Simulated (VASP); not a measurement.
Set up this calculation in VASP 6.6.1, as the native input.

| Quantity | Value |
| --- | --- |
| Task | single point |
| Functional | LDA |
| Potentials or basis | VASP PAW LDA potentials, release 64 (Na_pv) |
| Cutoff | 520 eV |
| k mesh | 13 × 13 × 13 |
| Occupations | fermi-dirac, width 0.05 eV |
| Spin | no spin polarisation |
| Dipole correction | no |
| k mesh for the DOS | 20 × 20 × 20 |
| Occupations for the DOS | tetrahedron |
| Further INCAR settings | ALGO = Normal; EDIFF = 1e-07 |

The system is Na.

```
CELL_PARAMETERS angstrom
-2.02871 2.02871 2.02871
2.02871 -2.02871 2.02871
2.02871 2.02871 -2.02871
ATOMIC_POSITIONS crystal
Na 0.00000 0.00000 0.00000
```

The input as run:

POSCAR

```
Na
1.0
   -2.0287108707      2.0287108707      2.0287108707
    2.0287108707     -2.0287108707      2.0287108707
    2.0287108707      2.0287108707     -2.0287108707
Na
1
Direct
    0.0000000000      0.0000000000      0.0000000000
```

INCAR.step1

```
SYSTEM = Na
ALGO = Normal
EDIFF = 1E-7
ENCUT = 520
GGA = CA
ISIF = 2
ISMEAR = -1
LASPH = .TRUE.
LCHARG = .TRUE.
LREAL = .FALSE.
LWAVE = .FALSE.
NBANDS = 10
NELM = 80
PREC = Accurate
SIGMA = 0.05
```

KPOINTS.step1

```
k-points
0
G
  13 13 13
  0 0 0
```

INCAR.step2

```
SYSTEM = Na
ALGO = Normal
EDIFF = 1E-7
ENCUT = 520
GGA = CA
ICHARG = 11
ISIF = 2
ISMEAR = -5
LASPH = .TRUE.
LCHARG = .FALSE.
LORBIT = 11
LREAL = .FALSE.
LWAVE = .FALSE.
NEDOS = 2001
NELM = 80
PREC = Accurate
SIGMA = 0.05
```

KPOINTS.step2

```
k-points
0
G
  20 20 20
  0 0 0
```

Potentials or basis: VASP PAW LDA potentials, release 64 (Na_pv).

Launch:

```bash
$ cat potpaw_LDA.64/Na_pv/POTCAR > POTCAR
$ cp INCAR.step1 INCAR
$ cp KPOINTS.step1 KPOINTS
$ mpirun -np 1 vasp_std > vasp.out
$ cp INCAR.step2 INCAR
$ cp KPOINTS.step2 KPOINTS
$ mpirun -np 1 vasp_std > vasp.out
```

It gave:

| Item | Value |
| --- | --- |
| Valence electrons inside the program's atomic spheres | Na 6.08 |

Run time: 76 s on 1 thread of Intel(R) Xeon(R) Platinum 8259CL CPU @ 2.50GHz (Skylake/Cascade Lake), on a shared host, peak memory 0.17 GiB.
